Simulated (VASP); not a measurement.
# Pb (Fm-3m) in VASP: settings compared

Aim: see how the results for Pb move with the level of theory and the settings. Levels: PBE+D3(BJ), revPBE, BLYP+D3(BJ), LDA. Tasks: single point.

Everything below comes from runs of VASP 6.6.1. Logs are shortened: lines on timing, memory, paths and dates and some standing lists are left out, and cuts for length are marked.

### Step 1. The cell of the first run

It takes space group Fm-3m (No. 225, cubic). The conventional cell has a = 4.849 Å, b = 4.849 Å, c = 4.849 Å, α = 90.00°, β = 90.00°, γ = 90.00°. Within 4.5 Å of Pb (site symmetry m-3m) lie 12 Pb at 3.43 Å.

### Step 2. Single point, PBE+D3(BJ)

File INCAR:

```
  PREC = Accurate
  ENCUT = 520
  EDIFF = 1E-6
  ISMEAR = -1
  SIGMA = 0.05
  LREAL = False
  LASPH = True
  NELM = 60
  ALGO = Fast
  ISIF = 2
  LWAVE = False
  LCHARG = True
  GGA = PE
  IVDW = 12
  LELF = True
  LVHAR = True
  NBANDS = 13
```

File KPOINTS:

```
regular mesh
0
Gamma
  9 9 9
```

File POSCAR:

```
Pb
1.0
    0.0000000000      2.4244952108      2.4244952108
    2.4244952108      0.0000000000      2.4244952108
    2.4244952108      2.4244952108      0.0000000000
Pb
1
Direct
    0.0000000000      0.0000000000      0.0000000000
```

Potentials or basis: VASP PAW PBE potentials, release 64 (Pb_d).

Launch:

```console
$ cat potpaw_PBE.64/Pb_d/POTCAR > POTCAR
$ mpirun -np 1 vasp_std > vasp.out
```

OUTCAR:

```text
PREC = Accurate
   ENCUT = 520
   EDIFF = 1E-6
   ISMEAR = -1
   LREAL = False
   LASPH = True
   NELM = 60
   ISIF = 2
   GGA = PE
   IVDW = 12
 IVDW          = 12

 ion  position               nearest neighbor table
   1  0.000  0.000  0.000-

  LATTYP: Found a face centered cubic cell.
 ALAT       =     4.8489904216

  Lattice vectors:

 A1 = (   0.0000000000,   2.4244952108,   2.4244952108)
 A2 = (   2.4244952108,   0.0000000000,   2.4244952108)
 A3 = (   2.4244952108,   2.4244952108,   0.0000000000)

Analysis of symmetry for initial positions (statically):
[... 5 lines left out ...]
 face centered cubic supercell.

 Subroutine GETGRP returns: Found 48 space group operations
 (whereof 48 operations were pure point group operations)
 out of a pool of 48 trial point group operations.

The static configuration has the point symmetry O_h .

Analysis of symmetry for dynamics (positions and initial velocities):
[... 5 lines left out ...]
 face centered cubic supercell.

 Subroutine GETGRP returns: Found 48 space group operations
 (whereof 48 operations were pure point group operations)
 out of a pool of 48 trial point group operations.

The dynamic configuration has the point symmetry O_h .

 Subroutine INISYM returns: Found 48 space group operations
 (whereof 48 operations are pure point group operations),
 and found     1 'primitive' translations

----------------------------------------------------------------------------------------

                                     Primitive cell

  volume of cell :      28.5032

  direct lattice vectors                    reciprocal lattice vectors
     0.000000000  2.424495211  2.424495211    -0.206228496  0.206228496  0.206228496
     2.424495211  0.000000000  2.424495211     0.206228496 -0.206228496  0.206228496
     2.424495211  2.424495211  0.000000000     0.206228496  0.206228496 -0.206228496

  length of vectors
     3.428754009  3.428754009  3.428754009     0.357198232  0.357198232  0.357198232

  position of ions in fractional coordinates (direct lattice)
     0.000000000  0.000000000  0.000000000

  ion indices of the primitive-cell ions
   primitive index   ion index
                 1           1

----------------------------------------------------------------------------------------

 KPOINTS: regular mesh

[... 70 lines left out ...]
   NSW    =      0    number of steps for IOM
   IBRION =     -1    ionic relax: 0-MD 1-quasi-New 2-CG
   NFREE  =      0    steps in history (QN), initial steepest desc. (CG)
   ISIF   =      2    stress and relaxation
   ISYM   =      2    0-nonsym 1-usesym 2-fastsym
   POTIM  = 0.5000    time-step for ionic-motion
   TEBEG  =    0.0;   TEEND  =   0.0 temperature during run
   PSTRESS=    0.0 pullay stress
   NELECT =      14.0000    total number of electrons
   NUPDOWN=      -1.0000    fix difference up-down
   EMIN   =  10.00;   EMAX   =-10.00  energy-range for DOS
   EFERMI =   0.00;   METHOD = LEGACY
   ISMEAR =    -1;   SIGMA  =   0.05  broadening in eV -4-tet -1-fermi 0-gaus
   EFERMI_NEDOS =   21; number of points for ismear=-14 and -15
   IALGO  =     68    algorithm
   IMIX   =      4    mixing-type and parameters
     AMIX     =   0.40;   BMIX     =  1.00
     AMIX_MAG =   1.60;   BMIX_MAG =  1.00
  volume/ion in A,a.u.               =      28.50       192.35
  Fermi-wavevector in a.u.,A,eV,Ry     =   1.291674  2.440910 22.700248  1.668421
  Thomas-Fermi vector in A             =   2.423429
   LORBIT       =      0    0 simple, 1 ext, 2 COOP (PROOUT), +10 PAW based schemes
   GGA     = PE    functional components
   LHFCALC =     F    Hartree Fock is set to
   AEXX    =    0.0000 exact exchange contribution
   IVDW    =    12    specifies the selected vdW correction
   LEPSILON=     F    determine dielectric tensor
   LRPA    =     F    only Hartree local field effects (RPA)
 non-spin polarized calculation
 RMM-DIIS sequential band-by-band and
  energy-cutoff  :      520.00
  volume of cell :       28.50
 maximum number of plane-waves:       779
 NGX is ok and might be reduce to    28
   NGX = 13   NGY = 13   NGZ = 13

 number of electron      14.0000001 magnetization

 Free energy of the ion-electron system (eV)
  ---------------------------------------------------
  ext. energy  EPLUGINS =         0.00000000
  ---------------------------------------------------
  free energy    TOTEN  =        -3.52451708 eV

  energy without entropy =       -3.52120144  energy(sigma->0) =       -3.52285926

 E-fermi :   7.8218     XC(G=0): -10.4861

 val. band max:        7.8182977583   @ k =  -0.2222   0.3333   0.1111
 cond. band min:       8.1225715474   @ k =   0.3333   0.3333   0.0000
 fundamental gap:      0.3042737891
 Fermi energy:         7.8218210794

 k-point     1 :       0.0000    0.0000    0.0000
  band No.  band energies     occupation
      1      -9.1292      2.00000
      2      -9.1292      2.00000
      3      -9.1292      2.00000
      4      -8.9599      2.00000
      5      -8.9599      2.00000
      6      -4.1944      2.00000
      7      15.9135      0.00000
      8      15.9135      0.00000
      9      15.9135      0.00000
     10      17.7908      0.00000
     11      20.1318      0.00000
     12      20.9525      0.00000
     13      20.9525      0.00000
[... 354 lines left out ...]
  band No.  band energies     occupation
      1      -9.3232      2.00000
      2      -9.2177      2.00000
      3      -8.8171      2.00000
      4      -8.7716      2.00000
      5      -8.7716      2.00000
      6       0.8355      2.00000
      7       5.1390      2.00000
      8      10.2224      0.00000
      9      10.2224      0.00000
     10      13.6637      0.00000
     11      14.8929      0.00000
     12      26.6158      0.00000
     13      28.6777      0.00000

 [... further k-points ...]

------------------------ aborting loop because EDIFF is reached ----------------------------------------

 Edisp (eV)   -0.43642

 E8    (eV) :    -0.2212

  FORCE on cell =-STRESS in cart. coord.  units (eV):
  Direction    XX          YY          ZZ          XY          YZ          ZX
  --------------------------------------------------------------------------------------
  -------------------------------------------------------------------------------------
  Total       0.61081     0.61081     0.61081    -0.00000     0.00000    -0.00000
  in kB      34.33366    34.33366    34.33366    -0.00000     0.00000    -0.00000
  external pressure =       34.33 kB  Pullay stress =        0.00 kB

 VOLUME and BASIS-vectors are now :
 -----------------------------------------------------------------------------
  energy-cutoff  :      520.00
  volume of cell :       28.50
      direct lattice vectors                 reciprocal lattice vectors
     0.000000000  2.424495211  2.424495211    -0.206228496  0.206228496  0.206228496
     2.424495211  0.000000000  2.424495211     0.206228496 -0.206228496  0.206228496
     2.424495211  2.424495211  0.000000000     0.206228496  0.206228496 -0.206228496

 POSITION                                       TOTAL-FORCE (eV/Angst)
 -----------------------------------------------------------------------------------
      0.00000      0.00000      0.00000         0.000000      0.000000     -0.000000
 -----------------------------------------------------------------------------------
    total drift:                               -0.000000     -0.000000     -0.000000

  FREE ENERGIE OF THE ION-ELECTRON SYSTEM (eV)
  ---------------------------------------------------
  free  energy   TOTEN  =        -3.9609364738 eV

  energy  without entropy=       -3.9576208426  energy(sigma->0) =       -3.95927866
```

OSZICAR:

```text
N       E                     dE             d eps       ncg     rms          rms(c)
DAV:   1     0.108332658077E+03    0.10833E+03   -0.71313E+03   923   0.129E+03
DAV:   2     0.153376461928E+01   -0.10680E+03   -0.10346E+03   955   0.320E+02
DAV:   3    -0.342126994778E+01   -0.49550E+01   -0.49379E+01  1138   0.739E+01
DAV:   4    -0.353367888411E+01   -0.11241E+00   -0.11239E+00  1103   0.117E+01
DAV:   5    -0.353863072923E+01   -0.49518E-02   -0.49516E-02  1261   0.233E+00    0.591E-01
RMM:   6    -0.352746522399E+01    0.11166E-01   -0.11301E-02  1102   0.155E+00    0.293E-01
RMM:   7    -0.352448657645E+01    0.29786E-02   -0.74170E-03  1101   0.101E+00    0.861E-02
RMM:   8    -0.352446428536E+01    0.22291E-04   -0.16746E-03  1286   0.586E-01    0.131E-02
RMM:   9    -0.352450907115E+01   -0.44786E-04   -0.47808E-04  1444   0.220E-01    0.143E-02
RMM:  10    -0.352451370958E+01   -0.46384E-05   -0.11438E-04  1208   0.176E-01    0.711E-03
RMM:  11    -0.352451627532E+01   -0.25657E-05   -0.63320E-05  1431   0.812E-02    0.171E-03
RMM:  12    -0.352451707520E+01   -0.79987E-06   -0.86477E-06  1014   0.294E-02
   1 F= -.39609365E+01 E0= -.39592787E+01  d E =-.331563E-02
```

It took 8.7 s on 1 thread of Intel Xeon 6975P-C (Granite Rapids), shared host; peak memory 0.16 GiB.

What came out:

| Quantity | Value |
| --- | --- |
| Free energy | -3.9609 eV |
| Pressure | 3.4 GPa |
| Band gap on the k mesh | zero (band 7 reaches 15.91 eV, above the bottom of band 8 at 6.32 eV) |
| Dispersion energy per atom | -0.436 eV |

Caveat: spin-orbit coupling is left out, which moves the levels of the heavy elements; pairwise dispersion overbinds metals, which lowers pressure and volume.

### Step 3. Single point, revPBE

File INCAR:

```
  ALGO = Normal
  EDIFF = 1E-6
  ENCUT = 520
  GGA = RE
  ISIF = 2
  ISMEAR = -1
  LASPH = T
  LCHARG = F
  LREAL = F
  LWAVE = F
  NBANDS = 13
  NELM = 80
  PREC = Accurate
  SIGMA = 0.05
```

File KPOINTS:

```
k-points
0
Gamma
  9 9 9
```

POSCAR is that of step 2.

Potentials or basis: VASP PAW PBE potentials, release 64 (Pb_d).

Launch:

```console
$ cat potpaw_PBE.64/Pb_d/POTCAR > POTCAR
$ mpirun -np 1 vasp_std > vasp.out
```

OUTCAR:

```text
EDIFF = 1E-6
   ENCUT = 520
   GGA = RE
   ISIF = 2
   ISMEAR = -1
   LASPH = T
   LREAL = F
   NELM = 80
   PREC = Accurate

 ion  position               nearest neighbor table
   1  0.000  0.000  0.000-

  LATTYP: Found a face centered cubic cell.
 ALAT       =     4.8489904216

  Lattice vectors:

 A1 = (   0.0000000000,   2.4244952108,   2.4244952108)
 A2 = (   2.4244952108,   0.0000000000,   2.4244952108)
 A3 = (   2.4244952108,   2.4244952108,   0.0000000000)

Analysis of symmetry for initial positions (statically):
[... 5 lines left out ...]
 face centered cubic supercell.

 Subroutine GETGRP returns: Found 48 space group operations
 (whereof 48 operations were pure point group operations)
 out of a pool of 48 trial point group operations.

The static configuration has the point symmetry O_h .

Analysis of symmetry for dynamics (positions and initial velocities):
[... 5 lines left out ...]
 face centered cubic supercell.

 Subroutine GETGRP returns: Found 48 space group operations
 (whereof 48 operations were pure point group operations)
 out of a pool of 48 trial point group operations.

The dynamic configuration has the point symmetry O_h .

 Subroutine INISYM returns: Found 48 space group operations
 (whereof 48 operations are pure point group operations),
 and found     1 'primitive' translations

----------------------------------------------------------------------------------------

                                     Primitive cell

  volume of cell :      28.5032

  direct lattice vectors                    reciprocal lattice vectors
     0.000000000  2.424495211  2.424495211    -0.206228496  0.206228496  0.206228496
     2.424495211  0.000000000  2.424495211     0.206228496 -0.206228496  0.206228496
     2.424495211  2.424495211  0.000000000     0.206228496  0.206228496 -0.206228496

  length of vectors
     3.428754009  3.428754009  3.428754009     0.357198232  0.357198232  0.357198232

  position of ions in fractional coordinates (direct lattice)
     0.000000000  0.000000000  0.000000000

  ion indices of the primitive-cell ions
   primitive index   ion index
                 1           1

----------------------------------------------------------------------------------------

 KPOINTS: k-points

Automatic generation of k-mesh.
 Grid dimensions read from file:
 generate k-points for:    9    9    9

 Generating k-lattice:

  Cartesian coordinates                     Fractional coordinates (reciprocal lattice)
    -0.022914277  0.022914277  0.022914277     0.111111111  0.000000000  0.000000000
     0.022914277 -0.022914277  0.022914277     0.000000000  0.111111111  0.000000000
     0.022914277  0.022914277 -0.022914277     0.000000000  0.000000000  0.111111111

  Length of vectors
     0.039688692  0.039688692  0.039688692

  Shift w.r.t. Gamma in fractional coordinates (k-lattice)
     0.000000000  0.000000000  0.000000000

 Subroutine IBZKPT returns following result:
 ===========================================

 Found     35 irreducible k-points:

 Following reciprocal coordinates:
            Coordinates               Weight
  0.000000  0.000000  0.000000      1.000000
  0.111111  0.000000  0.000000      8.000000
  0.222222  0.000000  0.000000      8.000000
  0.333333  0.000000  0.000000      8.000000
  0.444444  0.000000  0.000000      8.000000
  0.111111  0.111111  0.000000      6.000000
[... 16 lines left out ...]
 -0.333333  0.333333  0.000000     12.000000
  0.444444  0.444444  0.000000      6.000000
 [... further k-points ...]
   k-points           NKPTS =     35   k-points in BZ     NKDIM =     35   number of bands    NBANDS=     13
   number of dos      NEDOS =    301   number of ions     NIONS =      1
   total plane-waves  NPLWV =  21952
   dimension x,y,z NGX =    28 NGY =   28 NGZ =   28
   dimension x,y,z NGXF=    56 NGYF=   56 NGZF=   56
   ions per type =               1
   NGX,Y,Z   is equivalent  to a cutoff of  13.58, 13.58, 13.58 a.u.
   NGXF,Y,Z  is equivalent  to a cutoff of  27.15, 27.15, 27.15 a.u.
 SYSTEM =  unknown system
   PREC   = accura    normal or accurate (medium, high low for compatibility)
   ISTART =      0    job   : 0-new  1-cont  2-samecut
   ICHARG =      2    charge: 1-file 2-atom 10-const
   ISPIN  =      1    spin polarized calculation?
   LNONCOLLINEAR =      F non collinear calculations
   LSORBIT =      F    spin-orbit coupling
   LASPH  =      T    aspherical Exc in radial PAW
   ENCUT  =  520.0 eV  38.22 Ry    6.18 a.u.   6.38  6.38  6.38*2*pi/ulx,y,z
   NELM   =     80;   NELMIN=  2; NELMDL= -5     # of ELM steps
   EDIFF  = 0.1E-05   stopping-criterion for ELM
   LREAL  =      F    real-space projection
   EDIFFG = 0.1E-04   stopping-criterion for IOM
   NSW    =      0    number of steps for IOM
   IBRION =     -1    ionic relax: 0-MD 1-quasi-New 2-CG
   NFREE  =      0    steps in history (QN), initial steepest desc. (CG)
   ISIF   =      2    stress and relaxation
   ISYM   =      2    0-nonsym 1-usesym 2-fastsym
   POTIM  = 0.5000    time-step for ionic-motion
   TEBEG  =    0.0;   TEEND  =   0.0 temperature during run
   PSTRESS=    0.0 pullay stress
   NELECT =      14.0000    total number of electrons
   NUPDOWN=      -1.0000    fix difference up-down
   EMIN   =  10.00;   EMAX   =-10.00  energy-range for DOS
   EFERMI =   0.00;   METHOD = LEGACY
   ISMEAR =    -1;   SIGMA  =   0.05  broadening in eV -4-tet -1-fermi 0-gaus
   EFERMI_NEDOS =   21; number of points for ismear=-14 and -15
   IALGO  =     38    algorithm
   IMIX   =      4    mixing-type and parameters
     AMIX     =   0.40;   BMIX     =  1.00
     AMIX_MAG =   1.60;   BMIX_MAG =  1.00
  volume/ion in A,a.u.               =      28.50       192.35
  Fermi-wavevector in a.u.,A,eV,Ry     =   1.291674  2.440910 22.700248  1.668421
  Thomas-Fermi vector in A             =   2.423429
   LORBIT       =      0    0 simple, 1 ext, 2 COOP (PROOUT), +10 PAW based schemes
   GGA     = RE    functional components
   LHFCALC =     F    Hartree Fock is set to
   AEXX    =    0.0000 exact exchange contribution
   IVDW    =     0    specifies the selected vdW correction
   LEPSILON=     F    determine dielectric tensor
   LRPA    =     F    only Hartree local field effects (RPA)
 non-spin polarized calculation
  energy-cutoff  :      520.00
  volume of cell :       28.50
 maximum number of plane-waves:       779
 NGX is ok and might be reduce to    28
   NGX = 13   NGY = 13   NGZ = 13

 number of electron      14.0000001 magnetization

 Free energy of the ion-electron system (eV)
  ---------------------------------------------------
  ext. energy  EPLUGINS =         0.00000000
  ---------------------------------------------------
  free energy    TOTEN  =        -3.17694638 eV

  energy without entropy =       -3.17360294  energy(sigma->0) =       -3.17527466

 E-fermi :   7.9133     XC(G=0): -10.4179

 val. band max:        7.9092996934   @ k =  -0.2222   0.3333   0.1111
 cond. band min:       8.2206970112   @ k =   0.3333   0.3333   0.0000
 fundamental gap:      0.3113973178
 Fermi energy:         7.9132941870

 k-point     1 :       0.0000    0.0000    0.0000
  band No.  band energies     occupation
      1      -9.0855      2.00000
      2      -9.0855      2.00000
      3      -9.0855      2.00000
      4      -8.9176      2.00000
      5      -8.9176      2.00000
      6      -4.0978      2.00000
      7      16.0236      0.00000
      8      16.0236      0.00000
      9      16.0236      0.00000
     10      17.8539      0.00000
     11      20.1956      0.00000
     12      21.0310      0.00000
     13      21.0310      0.00000

 k-point     2 :       0.1111    0.0000    0.0000
  band No.  band energies     occupation
      1      -9.0871      2.00000
      2      -9.0660      2.00000
      3      -9.0660      2.00000
      4      -8.9180      2.00000
      5      -8.9180      2.00000
      6      -3.8440      2.00000
      7      13.5008      0.00000
      8      15.7217      0.00000
      9      15.7217      0.00000
     10      17.5667      0.00000
     11      21.0013      0.00000
[... 339 lines left out ...]
 k-point    24 :       0.4444    0.4444    0.0000
  band No.  band energies     occupation
      1      -9.2784      2.00000
      2      -9.1735      2.00000
      3      -8.7756      2.00000
      4      -8.7298      2.00000
      5      -8.7298      2.00000
      6       0.9366      2.00000
      7       5.2325      2.00000
      8      10.3228      0.00000
      9      10.3228      0.00000
     10      13.7323      0.00000
     11      14.9582      0.00000
     12      26.6952      0.00000
     13      28.7538      0.00000

 [... further k-points ...]
[... 5 lines left out ...]
  --------------------------------------------------------------------------------------
  -------------------------------------------------------------------------------------
  Total        1.2774885      1.2774885      1.2774885     -0.0000000      0.0000000      0.0000000
  in kB       71.8081286     71.8081286     71.8081286     -0.0000000      0.0000000      0.0000000
  external PRESSURE =      71.8081286 kB  Pullay stress =       0.0000000 kB

 VOLUME and BASIS-vectors are now :
 -----------------------------------------------------------------------------
  energy-cutoff  :      520.00
  volume of cell :       28.50
      direct lattice vectors                 reciprocal lattice vectors
     0.000000000  2.424495211  2.424495211    -0.206228496  0.206228496  0.206228496
     2.424495211  0.000000000  2.424495211     0.206228496 -0.206228496  0.206228496
     2.424495211  2.424495211  0.000000000     0.206228496  0.206228496 -0.206228496

 POSITION                                       TOTAL-FORCE (eV/Angst)
 -----------------------------------------------------------------------------------
      0.00000      0.00000      0.00000         0.000000      0.000000      0.000000
 -----------------------------------------------------------------------------------
    total drift:                               -0.000000     -0.000000     -0.000000

  FREE ENERGIE OF THE ION-ELECTRON SYSTEM (eV)
  ---------------------------------------------------
  free  energy   TOTEN  =        -3.1769463834 eV

  energy  without entropy=       -3.1736029436  energy(sigma->0) =       -3.17527466
```

Wall time 6.4 s (1 thread of Intel Xeon 6975P-C (Granite Rapids), shared host); peak memory 0.16 GiB.

What came out:

```
Free energy            : -3.1769 eV
Pressure               : 7.2 GPa
Band gap on the k mesh : zero (band 7 reaches 16.02 eV, above the bottom of band 8 at 6.41 eV)
```

Levels at points of the mesh, in eV from the Fermi level:
```csv
k point,band 4,band 5,band 6,band 7,band 8,band 9,band 10,band 11
"(0.00, 0.00, 0.00)",-16.83,-16.83,-12.01,8.11,8.11,8.11,9.94,12.28
```

Caveat: the PAW data sets were made with another functional, which shifts forces and pressure a little; spin-orbit coupling is left out, which moves the levels of the heavy elements.

(Continued in part 2 of 2.)
